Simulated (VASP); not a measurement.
Input of a VASP 6.6.1 run:

Contents of INCAR:

```
SYSTEM = AgBr
PREC = Accurate
ENCUT = 400
EDIFF = 1E-8
ISMEAR = -1
SIGMA = 0.03
LREAL = .FALSE.
LASPH = .TRUE.
NELM = 120
ALGO = Normal
ISIF = 2
LWAVE = .FALSE.
LCHARG = .FALSE.
GGA = PS
LEFG = .TRUE.
NBANDS = 16
GGA_COMPAT = .FALSE.
```

File KPOINTS:

```
Automatic mesh
0
G
  8 8 8
  0 0 0
```

File POSCAR:

```
AgBr
1.0
    0.0000000000      2.8921694793      2.8921694793
    2.8921694793      0.0000000000      2.8921694793
    2.8921694793      2.8921694793      0.0000000000
Ag Br
1 1
Direct
    0.0000000000      0.0000000000      0.0000000000
    0.5000000000      0.5000000000      0.5000000000
```

Potentials or basis: VASP PAW PBE potentials, release 64 (Ag, Br).

Command:

```console
$ cat potpaw_PBE.64/Ag/POTCAR potpaw_PBE.64/Br/POTCAR > POTCAR
$ mpirun -np 1 vasp_std > vasp.out
```

Question: Estimate the pressure.

Answer: -2.8 GPa.

Question: Estimate the band gap on the k mesh.

Answer: 0.51 eV, indirect (least direct gap 2.38 eV).

Caveat: without QUAD_EFG the Cq values of the log hold for a quadrupole moment of 1 mb, not for the nuclei; the PAW data sets were made with another functional, which shifts forces and pressure a little. A k mesh can miss the band edges.
